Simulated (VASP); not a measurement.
Here is a VASP 6.6.1 calculation.

File INCAR:

```
SYSTEM = FeSi
PREC     = Accurate       ! precision mode
ENCUT    = 520            ! plane-wave cutoff, eV
EDIFF    = 1E-6           ! SCF threshold, eV
ISMEAR   = 0              ! smearing method
SIGMA    = 0.01           ! smearing width, eV
LREAL    = .FALSE.        ! projectors in reciprocal space
LASPH    = .TRUE.         ! aspherical terms in the spheres
NELM     = 60             ! most SCF steps
ALGO     = Normal         ! electronic algorithm
ISIF     = 2              ! what is computed and relaxed
LWAVE    = .FALSE.        ! write WAVECAR
LCHARG   = .TRUE.         ! write CHGCAR
GGA      = PE             ! functional
LELF     = .TRUE.         ! ELF
LVHAR    = .TRUE.       
NBANDS   = 34             ! bands
```

File KPOINTS:

```
regular mesh
0
G
  8 8 8
  0 0 0
```

File POSCAR:

```
FeSi
1.0
    4.4479696560      0.0000000000      0.0000000000
    0.0000000000      4.4479696560      0.0000000000
    0.0000000000      0.0000000000      4.4479696560
Fe Si
4 4
Direct
    0.1359900664      0.1359900664      0.1359900664
    0.3640099336      0.8640099336      0.6359900664
    0.6359900664      0.3640099336      0.8640099336
    0.8640099336      0.6359900664      0.3640099336
    0.8407102846      0.8407102846      0.8407102846
    0.6592897154      0.1592897154      0.3407102846
    0.3407102846      0.6592897154      0.1592897154
    0.1592897154      0.3407102846      0.6592897154
```

Potentials or basis: VASP PAW PBE potentials, release 64 (Fe, Si).

Command:

```sh
$ cat potpaw_PBE.64/Fe/POTCAR potpaw_PBE.64/Si/POTCAR > POTCAR
$ mpirun -np 1 vasp_std > vasp.out
```

(1) Predict the band gap on the k mesh.

(2) What does it give for the pressure?

(3) Predict the largest force.

## Answers

(1) 0.16 eV (least direct gap 0.17 eV).

(2) 0.2 GPa.

(3) 0.036 eV/Å.
